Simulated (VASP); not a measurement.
# AlCo3 (Pm-3m) in VASP: further runs, part 3 of 3

VASP 6.6.1.

## (4) Single point, PBEsol, collinear spin, ferromagnetic start

INCAR

```
ALGO = Normal
EDIFF = 1E-6
ENCUT = 520
GGA = PS
ISIF = 2
ISMEAR = 1
ISPIN = 2
LASPH = T
LCHARG = F
LMAXMIX = 4
LORBIT = 11
LREAL = F
LWAVE = F
MAGMOM = 0 1.48 1.48 1.48
NBANDS = 27
NELM = 150
PREC = Accurate
SIGMA = 0.05
```

KPOINTS

```
k-points
0
Gamma
  12 12 12
```

POSCAR

```
AlCo3
1.0
    3.5749480000      0.0000000000      0.0000000000
    0.0000000000      3.5749480000      0.0000000000
    0.0000000000      0.0000000000      3.5749480000
Al Co
1 3
Direct
    0.0000000000      0.0000000000      0.0000000000
    0.5000000000      0.5000000000      0.0000000000
    0.5000000000      0.0000000000      0.5000000000
    0.0000000000      0.5000000000      0.5000000000
```

Potentials or basis: VASP PAW PBE potentials, release 64 (Al, Co).

Started as:

```
cat potpaw_PBE.64/Al/POTCAR potpaw_PBE.64/Co/POTCAR > POTCAR
mpirun -np 1 vasp_std > vasp.out
```

OUTCAR:

```text
EDIFF = 1E-6
   ENCUT = 520
   GGA = PS
   ISIF = 2
   ISMEAR = 1
   ISPIN = 2
   LASPH = T
   LORBIT = 11
   LREAL = F
   NELM = 150
   PREC = Accurate

 ion  position               nearest neighbor table
   1  0.000  0.000  0.000-   2 2.53   3 2.53   4 2.53   3 2.53   4 2.53   2 2.53   4 2.53   4 2.53
                             2 2.53   3 2.53   3 2.53   2 2.53
   2  0.500  0.500  0.000-   1 2.53   3 2.53   4 2.53   3 2.53   4 2.53   1 2.53   3 2.53   3 2.53
                             1 2.53   4 2.53   4 2.53   1 2.53
   3  0.500  0.000  0.500-   1 2.53   2 2.53   4 2.53   1 2.53   2 2.53   2 2.53   4 2.53   2 2.53
                             1 2.53   4 2.53   1 2.53   4 2.53
   4  0.000  0.500  0.500-   1 2.53   2 2.53   3 2.53   1 2.53   2 2.53   1 2.53   3 2.53   1 2.53
                             2 2.53   3 2.53   2 2.53   3 2.53

  LATTYP: Found a simple cubic cell.
 ALAT       =     3.5749480000

  Lattice vectors:

 A1 = (   3.5749480000,   0.0000000000,   0.0000000000)
 A2 = (   0.0000000000,   3.5749480000,   0.0000000000)
 A3 = (   0.0000000000,   0.0000000000,   3.5749480000)

Analysis of symmetry for initial positions (statically):
=====================================================================
 Subroutine PRICEL returns:
 Original cell was already a primitive cell.

 Routine SETGRP: Setting up the symmetry group for a
 simple cubic supercell.

 Subroutine GETGRP returns: Found 48 space group operations
 (whereof 48 operations were pure point group operations)
 out of a pool of 48 trial point group operations.

The static configuration has the point symmetry O_h .

Analysis of symmetry for dynamics (positions and initial velocities):
=====================================================================
 Subroutine PRICEL returns:
 Original cell was already a primitive cell.

 Routine SETGRP: Setting up the symmetry group for a
 simple cubic supercell.

[... 169 lines left out ...]
  energy without entropy =      -27.97739903  energy(sigma->0) =      -27.97732762

 E-fermi :   9.9095     XC(G=0): -12.8630

 val. band max:        9.9073446234   @ k =   0.3333   0.3333   0.1667
 cond. band min:       9.9116293886   @ k =   0.4167   0.3333   0.0000
 fundamental gap:      0.0042847653
 Fermi energy:         9.9095430921

 spin component 1

 k-point     1 :       0.0000    0.0000    0.0000
  band No.  band energies     occupation
      1      -0.0646      1.00000
      2       4.9018      1.00000
      3       5.8627      1.00000
      4       5.8627      1.00000
      5       6.2107      1.00000
      6       6.2107      1.00000
[... 709 lines left out ...]
     26      22.7942      0.00000
     27      23.1534      0.00000

 [... further k-points ...]

 spin component 2

 k-point     1 :       0.0000    0.0000    0.0000
  band No.  band energies     occupation
      1      -0.0190      1.00000
      2       5.8922      1.00000
      3       6.7441      1.00000
      4       6.7441      1.00000
      5       7.2208      1.00000
      6       7.2208      1.00000
[... 709 lines left out ...]
     26      23.1879      0.00000
     27      23.2252      0.00000

 [... further k-points ...]

------------------------ aborting loop because EDIFF is reached ----------------------------------------

  FORCE on cell =-STRESS in cart. coord.  units (eV):
  Direction    XX          YY          ZZ          XY          YZ          ZX
  --------------------------------------------------------------------------------------
  -------------------------------------------------------------------------------------
  Total       -2.1731415     -2.1731415     -2.1731415     -0.0000000      0.0000000      0.0000000
  in kB      -76.2060422    -76.2060422    -76.2060422     -0.0000000      0.0000000      0.0000000
  external PRESSURE =     -76.2060422 kB  Pullay stress =       0.0000000 kB

 VOLUME and BASIS-vectors are now :
 -----------------------------------------------------------------------------
  energy-cutoff  :      520.00
  volume of cell :       45.69
      direct lattice vectors                 reciprocal lattice vectors
     3.574948000  0.000000000  0.000000000     0.279724348  0.000000000  0.000000000
     0.000000000  3.574948000  0.000000000     0.000000000  0.279724348  0.000000000
     0.000000000  0.000000000  3.574948000     0.000000000  0.000000000  0.279724348

 POSITION                                       TOTAL-FORCE (eV/Angst)
 -----------------------------------------------------------------------------------
      0.00000      0.00000      0.00000         0.000000      0.000000      0.000000
      1.78747      1.78747      0.00000         0.000000      0.000000      0.000000
      1.78747      0.00000      1.78747         0.000000      0.000000      0.000000
      0.00000      1.78747      1.78747         0.000000      0.000000      0.000000
 -----------------------------------------------------------------------------------
    total drift:                                0.000000      0.000000      0.000000

  FREE ENERGIE OF THE ION-ELECTRON SYSTEM (eV)
  ---------------------------------------------------
  free  energy   TOTEN  =       -27.9772919083 eV

  energy  without entropy=      -27.9773990340  energy(sigma->0) =      -27.97732762

 total charge

# of ion       s       p       d       tot
------------------------------------------
    1        0.408   0.413   0.000   0.821
    2        0.472   0.511   7.314   8.297
    3        0.472   0.511   7.314   8.297
    4        0.472   0.511   7.314   8.297
--------------------------------------------------
tot          1.824   1.945  21.942  25.711

 magnetization (x)

# of ion       s       p       d       tot
------------------------------------------
    1       -0.002  -0.036   0.000  -0.038
    2       -0.002  -0.002   1.330   1.326
    3       -0.002  -0.002   1.330   1.326
    4       -0.002  -0.002   1.330   1.326
--------------------------------------------------
tot         -0.006  -0.043   3.990   3.941
```

OSZICAR:

```text
N       E                     dE             d eps       ncg     rms          rms(c)
DAV:   1     0.175777522357E+03    0.17578E+03   -0.12259E+04  9168   0.132E+03
DAV:   2    -0.228825715592E+02   -0.19866E+03   -0.18318E+03  9102   0.273E+02
DAV:   3    -0.329181753258E+02   -0.10036E+02   -0.94293E+01 10111   0.803E+01
DAV:   4    -0.331082891468E+02   -0.19011E+00   -0.18980E+00 10837   0.102E+01
DAV:   5    -0.331161201898E+02   -0.78310E-02   -0.78303E-02 11695   0.180E+00    0.209E+01
DAV:   6    -0.327740466002E+02    0.34207E+00   -0.42118E+01 10607   0.104E+02    0.188E+01
DAV:   7    -0.280022037923E+02    0.47718E+01   -0.13546E+01 10733   0.557E+01    0.384E+00
DAV:   8    -0.279860125145E+02    0.16191E-01   -0.24248E-01 10703   0.389E+00    0.255E+00
DAV:   9    -0.279884920017E+02   -0.24795E-02   -0.29547E-02 12752   0.189E+00    0.116E+00
DAV:  10    -0.279751392134E+02    0.13353E-01   -0.22071E-02 11819   0.170E+00    0.775E-01
DAV:  11    -0.279780145373E+02   -0.28753E-02   -0.60886E-03 10871   0.795E-01    0.232E-01
DAV:  12    -0.279774002346E+02    0.61430E-03   -0.16891E-03 13089   0.291E-01    0.110E-01
DAV:  13    -0.279773091544E+02    0.91080E-04   -0.11855E-04 12279   0.150E-01    0.892E-02
DAV:  14    -0.279772924929E+02    0.16661E-04   -0.11379E-04 13293   0.116E-01    0.485E-02
DAV:  15    -0.279772889527E+02    0.35403E-05   -0.24382E-05 12117   0.571E-02    0.262E-02
DAV:  16    -0.279772921022E+02   -0.31495E-05   -0.25107E-06  6611   0.177E-02    0.111E-02
DAV:  17    -0.279772919083E+02    0.19395E-06   -0.81538E-07  4895   0.992E-03
   1 F= -.27977292E+02 E0= -.27977328E+02  d E =0.107126E-03  mag=     3.8830
```

stdout:

```text
POSCAR found type information on POSCAR AlCo
 POSCAR found :  2 types and       4 ions
 scaLAPACK will be used
 -----------------------------------------------------------------------------
|                                                                             |
|                                                                             |
|     You enforced a specific xc type in the INCAR file but a different       |
|     I HOPE YOU KNOW WHAT YOU ARE DOING!                                     |
|                                                                             |
 -----------------------------------------------------------------------------

 LDA part: xc-table for (Slater+PW92), standard interpolation
 POSCAR, INCAR and KPOINTS ok, starting setup
 FFT: planning ... GRIDC
 FFT: planning ... GRID_SOFT
 FFT: planning ... GRID
 WAVECAR not read
 entering main loop
```

Wall time 3.5 min (1 thread of Intel Xeon 6975P-C, shared host); peak memory 0.28 GiB.

Results:

```yaml
Free_energy: -27.9773 eV
Pressure: -7.6 GPa
Net_moment: 3.88 μB per cell
Site_moments: Al -0.04; Co +1.33 μB
Valence_electrons_inside_the_program's_atomic_spheres: Al 0.82; Co 8.30
```

Levels at points of the mesh, in eV from the Fermi level:
Spin up:
```tsv
k point	band 14	band 15	band 16	band 17	band 18	band 19	band 20	band 21
(0.00, 0.00, 0.00)	-0.20	-0.20	-0.20	0.80	0.80	0.80	6.67	6.67
(0.50, 0.00, 0.00)	-1.46	-1.39	-0.96	-0.20	5.49	5.49	5.56	5.56
(0.50, 0.50, 0.00)	-1.59	-1.19	-1.19	-0.73	0.76	0.76	8.12	8.16
(0.50, 0.50, 0.50)	-1.30	-1.30	-0.41	-0.41	-0.41	-0.34	3.39	4.18
```
Spin down:
```
           k point  band 9  band 10  band 11  band 12  band 13  band 14  band 15  band 16  band 17  band 18
(0.00, 0.00, 0.00)   -0.42    -0.42     0.59     0.59     0.82     0.82     0.82     1.01     1.18     1.18
(0.50, 0.00, 0.00)   -1.32    -0.94    -0.81    -0.22    -0.22    -0.22     0.03     0.66     1.18     5.89
(0.50, 0.50, 0.00)   -1.19    -1.19    -0.38    -0.37    -0.31    -0.31     0.08     0.10     0.24     1.99
(0.50, 0.50, 0.50)   -1.17    -1.17    -0.33    -0.33    -0.33    -0.20    -0.05    -0.05     0.99     0.99
```

Caveat: the PAW data sets were made with another functional, which shifts forces and pressure a little.

## (5) Single point, PBEsol, collinear spin, ferromagnetic start

INCAR

```
ALGO     = Normal         # electronic algorithm
EDIFF    = 1E-7           # SCF threshold, eV
ENCUT    = 520            # plane-wave cutoff, eV
GGA      = PS             # functional
ISIF     = 2              # what is computed and relaxed
ISMEAR   = 1              # smearing method
ISPIN    = 2              # spin polarisation
LASPH    = True           # aspherical terms in the spheres
LCHARG   = True           # write CHGCAR
LELF     = True           # ELF
LMAXMIX  = 4              # l up to which the mixer works
LORBIT   = 11             # projections on sites
LREAL    = False          # projectors in reciprocal space
LVHAR    = True         
LWAVE    = False          # write WAVECAR
MAGMOM   = 0 1.48 1.48 1.48 # initial moments
NBANDS   = 27             # bands
NELM     = 150            # most SCF steps
PREC     = Accurate       # precision mode
SIGMA    = 0.1            # smearing width, eV
```

KPOINTS is that of step 4.

POSCAR is that of step 4.

Started as:

```
cat potpaw_PBE.64/Al/POTCAR potpaw_PBE.64/Co/POTCAR > POTCAR
mpirun -np 1 vasp_std > vasp.out
```

Run time: 97 s. Hardware: 1 thread of Intel Xeon 6975P-C (Granite Rapids), shared host; peak memory 0.28 GiB.

Results (log left out):

```yaml
Free_energy: -27.9771 eV
Pressure: -7.6 GPa
Net_moment: 3.87 μB per cell
Site_moments: Al -0.04; Co +1.32 μB
Valence_electrons_inside_the_program's_atomic_spheres: Al 0.82; Co 8.30
```

Levels at points of the mesh, in eV from the Fermi level:
Spin up:
```tsv
k point	band 15	band 16	band 17	band 18	band 19	band 20
(0.00, 0.00, 0.00)	-0.19	-0.19	0.80	0.80	0.80	6.68
(0.50, 0.00, 0.00)	-1.38	-0.95	-0.19	5.50	5.50	5.57
(0.50, 0.50, 0.00)	-1.19	-1.18	-0.73	0.77	0.77	8.13
(0.50, 0.50, 0.50)	-1.29	-0.40	-0.40	-0.40	-0.33	3.39
```
Spin down:
| k point | band 9 | band 10 | band 11 | band 12 | band 13 | band 14 | band 15 | band 16 | band 17 | band 18 |
| --- | --- | --- | --- | --- | --- | --- | --- | --- | --- | --- |
| (0.00, 0.00, 0.00) | -0.42 | -0.42 | 0.59 | 0.59 | 0.82 | 0.82 | 0.82 | 1.01 | 1.18 | 1.18 |
| (0.50, 0.00, 0.00) | -1.31 | -0.94 | -0.80 | -0.22 | -0.22 | -0.21 | 0.03 | 0.67 | 1.18 | 5.89 |
| (0.50, 0.50, 0.00) | -1.19 | -1.19 | -0.38 | -0.37 | -0.31 | -0.31 | 0.09 | 0.10 | 0.24 | 1.99 |
| (0.50, 0.50, 0.50) | -1.17 | -1.17 | -0.32 | -0.32 | -0.32 | -0.20 | -0.05 | -0.05 | 0.99 | 0.99 |

Caveat: the PAW data sets were made with another functional, which shifts forces and pressure a little.

## (6) Single point, PBEsol, collinear spin, ferromagnetic start

INCAR

```
ALGO = Fast ; EDIFF = 1E-7
ENCUT = 520 ; GGA = PS
ISIF = 2 ; ISMEAR = 1
ISPIN = 2 ; LASPH = True
LCHARG = True ; LELF = True
LMAXMIX = 4 ; LORBIT = 11
LREAL = False ; LVHAR = True
LWAVE = False ; MAGMOM = 0 1.48 1.48 1.48
NBANDS = 27 ; NELM = 150
PREC = Accurate ; SIGMA = 0.2
```

KPOINTS is that of step 5.

POSCAR is that of step 5.

Potentials or basis: VASP PAW PBE potentials, release 64 (Al, Co).

Started as:

```
cat potpaw_PBE.64/Al/POTCAR potpaw_PBE.64/Co/POTCAR > POTCAR
mpirun -np 1 vasp_std > vasp.out
```

Wall time 1.8 min (1 thread of Intel Xeon 6975P-C (Granite Rapids), shared host); peak memory 0.27 GiB.

The run converged. Its results:

| Quantity | Value |
| --- | --- |
| Free energy | -27.9781 eV |
| Pressure | -7.7 GPa |
| Net moment | 3.86 μB per cell |
| Site moments | Al -0.04; Co +1.32 μB |
| Valence electrons inside the program's atomic spheres | Al 0.82; Co 8.30 |

Levels at points of the mesh, in eV from the Fermi level:
Spin up:
```tsv
k point	band 15	band 16	band 17	band 18	band 19	band 20
(0.00, 0.00, 0.00)	-0.19	-0.19	0.81	0.81	0.81	6.68
(0.50, 0.00, 0.00)	-1.37	-0.94	-0.19	5.50	5.50	5.57
(0.50, 0.50, 0.00)	-1.19	-1.18	-0.72	0.77	0.77	8.13
(0.50, 0.50, 0.50)	-1.29	-0.40	-0.40	-0.40	-0.33	3.40
```
Spin down:
```csv
k point,band 10,band 11,band 12,band 13,band 14,band 15,band 16,band 17
"(0.00, 0.00, 0.00)",-0.41,0.59,0.59,0.82,0.82,0.82,1.01,1.19
"(0.50, 0.00, 0.00)",-0.93,-0.80,-0.21,-0.21,-0.21,0.03,0.67,1.19
"(0.50, 0.50, 0.00)",-1.18,-0.38,-0.37,-0.31,-0.31,0.09,0.11,0.25
"(0.50, 0.50, 0.50)",-1.17,-0.32,-0.32,-0.32,-0.20,-0.05,-0.05,1.00
```

Caveat: the PAW data sets were made with another functional, which shifts forces and pressure a little.

## (7) Single point, PBEsol, collinear spin, ferromagnetic start

INCAR

```
SYSTEM = AlCo3
PREC = Accurate
ENCUT = 520
EDIFF = 1E-7
ISMEAR = 1
SIGMA = 0.05
LREAL = .FALSE.
LASPH = .TRUE.
NELM = 150
ALGO = Normal
ISIF = 2
LWAVE = .FALSE.
LCHARG = .FALSE.
ISPIN = 2
MAGMOM = 0 1.48 1.48 1.48
LORBIT = 11
LMAXMIX = 4
GGA = PS
NBANDS = 27
```

KPOINTS

```
regular mesh
0
G
  12 12 12
  0 0 0
```

POSCAR is that of step 6.

Started as:

```
cat potpaw_PBE.64/Al/POTCAR potpaw_PBE.64/Co/POTCAR > POTCAR
mpirun -np 1 vasp_std > vasp.out
```

It took 95 s on 1 thread of Intel Xeon 6975P-C (Granite Rapids), shared host; peak memory 0.27 GiB.

Results (log left out):

```yaml
Free_energy: -27.9773 eV
Pressure: -7.6 GPa
Net_moment: 3.88 μB per cell
Site_moments: Al -0.04; Co +1.33 μB
Valence_electrons_inside_the_program's_atomic_spheres: Al 0.82; Co 8.30
```

Levels at points of the mesh, in eV from the Fermi level:
Spin up:
```
           k point  band 13  band 14  band 15  band 16  band 17  band 18  band 19  band 20  band 21  band 22
(0.00, 0.00, 0.00)    -0.45    -0.20    -0.20    -0.20     0.80     0.80     0.80     6.67     6.67     7.17
(0.50, 0.00, 0.00)    -1.45    -1.45    -1.39    -0.96    -0.20     5.49     5.49     5.56     5.56     6.44
(0.50, 0.50, 0.00)    -1.70    -1.59    -1.19    -1.19    -0.73     0.76     0.76     8.12     8.16     8.16
(0.50, 0.50, 0.50)    -1.88    -1.30    -1.30    -0.41    -0.41    -0.41    -0.34     3.39     4.18     4.18
```
Spin down:
```csv
k point,band 10,band 11,band 12,band 13,band 14,band 15,band 16,band 17
"(0.00, 0.00, 0.00)",-0.42,0.59,0.59,0.82,0.82,0.82,1.01,1.18
"(0.50, 0.00, 0.00)",-0.94,-0.81,-0.22,-0.22,-0.22,0.03,0.66,1.18
"(0.50, 0.50, 0.00)",-1.19,-0.38,-0.37,-0.31,-0.31,0.08,0.10,0.24
"(0.50, 0.50, 0.50)",-1.17,-0.33,-0.33,-0.33,-0.20,-0.05,-0.05,0.99
```

Caveat: the PAW data sets were made with another functional, which shifts forces and pressure a little.

## (8) Summary

| smearing | gap on the mesh (eV) | pressure (GPa) | moment (μB) |
| --- | --- | --- | --- |
| gaussian 0.3 eV | none | -7.4 | 3.76 |
| fermi-dirac 0.5 eV | none | -4.9 | 0.00 |
| methfessel-paxton 0.05 eV | none | -7.6 | 3.88 |
| methfessel-paxton 0.1 eV | none | -7.6 | 3.87 |
| methfessel-paxton 0.2 eV | none | -7.7 | 3.86 |

Alike in all rows: task single point; level PBEsol; potentials or basis VASP PAW PBE potentials, release 64 (Al, Co); spin collinear, ferromagnetic start; cell as given; k mesh 12 × 12 × 12; cutoff (eV) 520.

Every run on the cell as given and a fine mesh finds a metal.

Caveats: the PAW data sets were made with another functional, which shifts forces and pressure a little.

Absolute energies hang on the potentials; compare differences alone.
